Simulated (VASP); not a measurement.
A run of VASP 6.6.1:

INCAR

```
SYSTEM = CS2
  PREC = Accurate
  ENCUT = 1000
  EDIFF = 1E-6
  ISMEAR = -1
  SIGMA = 0.05
  LREAL = Auto
  LASPH = .TRUE.
  NELM = 120
  ALGO = Normal
  ISIF = 2
  LWAVE = .FALSE.
  LCHARG = .TRUE.
  GGA = PE
  IVDW = 12
  LELF = .TRUE.
  LVHAR = .TRUE.
  NBANDS = 82
  GGA_COMPAT = .FALSE.
```

Contents of KPOINTS:

```
regular mesh
0
G
  1 1 1
  0 0 0
```

File POSCAR:

```
CS2
1.0
    9.5828400000      0.0000000000      0.0000000000
    0.0000000000      9.5828400000      0.0000000000
    0.0000000000      0.0000000000      9.5828400000
S C
16 8
Direct
    0.0512895968      0.9803565540      0.8937329643
    0.2231593139      0.7431826056      0.7594095279
    0.3929315318      0.5097653723      0.4143865493
    0.5051529609      0.5248026681      0.1067428862
    0.8574389221      0.9157827951      0.5249800685
    0.5520075468      0.8120974575      0.5670239720
    0.6968184797      0.4793464151      0.7351787153
    0.7507482124      0.2328119848      0.9441146883
    0.8988880123      0.6373267215      0.0279979630
    1.1298842514      0.4251244934      0.1120022874
    0.3261976617      0.9034482471      0.1812615049
    0.6513830973      0.9432589921      0.1495068268
    0.7651593891      0.3069340613      0.3448664488
    0.9485601346      0.5538650337      0.4527780908
    0.1424316800      0.3288064916      0.7539414203
    0.4125916743      0.1696156880      0.6693735886
    0.1365461596      0.8594320682      0.8321750128
    0.4633281992      0.5121341899      0.2674468112
    0.7070242225      0.8531186997      0.5371267808
    0.7242946767      0.3533190578      0.8355351858
    1.0159514298      0.5353840824      0.0710227866
    0.4869328925      0.9386048395      0.1526061168
    0.8545483385      0.4337127616      0.3972100129
    0.2800839835      0.2507607348      0.7154455255
```

Potentials or basis: VASP PAW PBE potentials, release 64 (S, C_h).

Run with:

```sh
$ cat potpaw_PBE.64/S/POTCAR potpaw_PBE.64/C_h/POTCAR > POTCAR
$ mpirun -np 1 vasp_gam > vasp.out
```

Hardware: 1 thread of Intel(R) Xeon(R) Platinum 8488C (Sapphire Rapids) (shared host).

Q: How long does it take, and how much memory?

A: Wall time 4.8 min on 1 thread of Intel(R) Xeon(R) Platinum 8488C (Sapphire Rapids) (shared host), peak memory 1.6 GiB. Counts: scf iterations 18, k points 1.
